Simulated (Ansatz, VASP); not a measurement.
**One calculation of In, two programs**

```
In
1.0
     3.38612    0.00000    0.00000
    -1.69306    2.93247    0.00000
     0.00000    0.00000   10.87123
In
4
Direct
  0.66667 0.33333 0.75000
  0.00000 0.00000 0.50000
  0.33333 0.66667 0.25000
  0.00000 0.00000 0.00000
```

Alike in both runs: task single point; functional PBE; k mesh 9 × 9 × 3; occupations fermi-dirac, width 0.05 eV; no spin polarisation.

|  | VASP | Ansatz |
| --- | --- | --- |
| version | VASP 6.6.1 | Ansatz 0.2.0 |
| potentials or method | VASP PAW PBE potentials, release 64 (In_d) | Ansatz PAW |
| plane-wave cutoff (eV) | 520 | 420 |
| valence electrons in the cell | 52 | 52 |

```tsv
	VASP	Ansatz	Ansatz less VASP
gap on the k mesh at the Fermi level (eV)	none	none	-
pressure (GPa)	0.8	0.8	+0.03
traceless stress, the component that is largest in VASP (GPa)	0.44	0.44	-0.002
```

A gap of «none» marks a metal or a gap that the smearing closes.
